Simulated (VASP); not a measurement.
MgRe12: single point with PBE

System: MgRe12, a slab with vacuum.

```xyz
13
Lattice="5.5200 0.0000 0.0000 2.7600 4.7805 0.0000 0.0000 0.0000 15.4574" Properties=species:S:1:pos:R:3 pbc="T T T"
Re    0.0000    0.0000    1.0000
Re    2.7600    0.0000    1.0000
Re    1.3800    2.3902    1.0000
Re    4.1400    2.3902    1.0000
Re   -0.0064    1.5981    3.1867
Re    2.7679    1.5982    3.1848
Re    1.3798    3.9842    3.1434
Re    4.1406    3.9756    3.1848
Re   -0.0260   -0.0137    5.3582
Re    2.7777   -0.0095    5.3574
Re    1.3796    2.4175    5.3593
Re    4.1420    2.3902    5.3899
Mg    1.3693    0.7992    7.6212
```

```yaml
Program: VASP 6.6.1
Task: single point
Functional: PBE
Potentials_or_basis: VASP PAW PBE potentials, release 64 (Re, Mg)
Cutoff: 520 eV
k_mesh: 4 × 4 × 1
Occupations: fermi-dirac, width 0.05 eV
Spin: no spin polarisation
Dipole_correction: no
Further_INCAR_settings: ALGO = Normal; EDIFF = 1e-06; NBANDS = 55
```

The largest force is 0.119 eV/Å and the band gap on the k mesh is zero (bands 43 and 44 overlap by 0.76 eV).

Forces on the atoms (eV/Å):
```
Re  -0.059 -0.032  0.035
Re   0.042 -0.023  0.027
Re   0.000  0.063  0.034
Re   0.013 -0.002  0.118
Re   0.002 -0.005 -0.005
Re  -0.006  0.004  0.009
Re  -0.002  0.000 -0.031
Re  -0.010  0.003  0.011
Re  -0.002 -0.009 -0.044
Re   0.016 -0.014 -0.035
Re   0.004  0.013 -0.052
Re   0.000  0.003 -0.041
Mg   0.002 -0.002 -0.026
```

Levels at points of the mesh, in eV from the Fermi level:
```tsv
k point	band 40	band 41	band 42	band 43	band 44	band 45	band 46	band 47	band 48	band 49
(0.00, 0.00, 0.00)	0.19	0.50	0.50	0.59	0.75	0.76	0.85	0.85	1.11	1.14
(0.50, 0.00, 0.00)	-0.94	-0.50	-0.38	-0.33	-0.18	-0.09	-0.05	0.55	0.77	0.77
(0.50, 0.50, 0.00)	-0.94	-0.50	-0.39	-0.33	-0.18	-0.09	-0.05	0.55	0.77	0.77
(0.00, 0.50, 0.00)	-0.94	-0.50	-0.39	-0.33	-0.18	-0.09	-0.05	0.55	0.77	0.77
```

Run time: 24 min on 1 thread of Oxide Virtual Turin-like Processor, with other jobs on the host, peak memory 0.54 GiB.

Caveat: spin-orbit coupling is left out, which moves the levels of the heavy elements.
